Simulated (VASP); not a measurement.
Wanted: the native input for a VASP 6.6.1 run.

```yaml
Task: single point
Functional: PBE
Potentials_or_basis: VASP PAW PBE potentials, release 64 (W_sv)
Cutoff: 500 eV
k_mesh: 6 × 6 × 6
Occupations: gaussian, width 0.1 eV
Spin: no spin polarisation
Dipole_correction: no
Further_INCAR_settings: ALGO = Normal; EDIFF = 1e-06; NBANDS = 36
```

The structure of W lies in POSCAR:

```
W
1.0
    4.0358960457      0.0000000000      0.0000000000
    0.0000000000      4.0358960457      0.0000000000
    0.0000000000      0.0000000000      4.0358960457
W
4
Direct
    0.0000000000      0.0000000000      0.0000000000
    0.0000000000      0.5000000000      0.5000000000
    0.5000000000      0.0000000000      0.5000000000
    0.5000000000      0.5000000000      0.0000000000
```

The input as run:

INCAR

```
SYSTEM = W
  ALGO = Normal
  EDIFF = 1E-6
  ENCUT = 500
  GGA = PE
  GGA_COMPAT = .FALSE.
  ISIF = 2
  ISMEAR = 0
  LASPH = .TRUE.
  LCHARG = .FALSE.
  LREAL = .FALSE.
  LWAVE = .FALSE.
  NBANDS = 36
  NELM = 120
  PREC = Accurate
  SIGMA = 0.1
```

KPOINTS

```
k-points
0
G
  6 6 6
  0 0 0
```

Potentials or basis: VASP PAW PBE potentials, release 64 (W_sv).

The run is started by

```sh
$ cat potpaw_PBE.64/W_sv/POTCAR > POTCAR
$ mpirun -np 1 vasp_std > vasp.out
```

Results of the run:

* Pressure: 0.5 GPa
* Band gap on the k mesh: zero (band 28 reaches 13.03 eV, above the bottom of band 29 at 10.07 eV)

Caveat: spin-orbit coupling is left out, which moves the levels of the heavy elements.

Wall time 15 s on 1 thread of Intel(R) Xeon(R) 6975P-C (Granite Rapids), with other jobs on the host, peak memory 0.18 GiB.
